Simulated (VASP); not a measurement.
Runs of VASP 6.6.1 on K. The structure is that of space group Im-3m (No. 229), or close to it. The cells are those of the table. 

```csv
cell,gap on the mesh (eV),pressure (GPa)
"a = 4.577 Å, angles 109.5°, 1 atom",none,(b)
"a = 4.623 Å, angles 109.5°, 1 atom",none,0.0
"a = 4.669 Å, angles 109.5°, 1 atom",none,(a)
"a = 4.714 Å, angles 109.5°, 1 atom",none,-0.2
"a = 4.529 Å, angles 109.5°, 1 atom",none,0.2
```

Alike in all rows: task single point; level r2SCAN; potentials or basis VASP PAW PBE potentials, release 64 (K_sv); no spin polarisation; k mesh 12 × 12 × 12; cutoff (eV) 520; smearing gaussian 0.1 eV.

Task: Estimate the missing entries.

Result: (a) -0.1; (b) 0.1.

Caveats: the PAW data sets were made with another functional, which shifts forces and pressure a little.

A gap of «none» marks levels without a gap at the run's occupations.
